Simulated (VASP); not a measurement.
Here is a VASP 6.6.1 calculation.

INCAR

```
  PREC = Accurate
  ENCUT = 520
  EDIFF = 1E-6
  ISMEAR = 0
  SIGMA = 0.05
  LREAL = False
  LASPH = True
  NELM = 80
  ALGO = Normal
  ISIF = 2
  LWAVE = False
  LCHARG = False
  GGA = CA
  NBANDS = 17
```

The input KPOINTS:

```
Automatic mesh
0
Gamma
  8 8 8
```

File POSCAR:

```
SnSe
1.0
    0.0000000000      3.0100000000      3.0852500000
    3.0100000000      0.0000000000      3.0852500000
    3.0100000000      3.0100000000      0.0000000000
Sn Se
1 1
Direct
    0.0000000000      0.0000000000      0.0000000000
    0.5000000000      0.5000000000      0.5000000000
```

Potentials or basis: VASP PAW LDA potentials, release 64 (Sn_d, Se).

Run with:

```sh
$ cat potpaw_LDA.64/Sn_d/POTCAR potpaw_LDA.64/Se/POTCAR > POTCAR
$ mpirun -np 1 vasp_std > vasp.out
```

Problem. What does it give for the band gap on the k mesh?

Solution. 0.54 eV.

Problem. What does it give for the pressure?

Solution. -4.3 GPa.

Stress tensor (GPa, compression positive):
```
-3.50  0.00  0.00
 0.00 -3.50  0.00
 0.00  0.00 -5.78
```

Caveat: the cell differs from its parent crystal (strain +0.000 along x and y, +0.025 along z); the cell stands under tension; spin-orbit coupling is left out, which moves the levels of the heavy elements. A k mesh can miss the band edges.
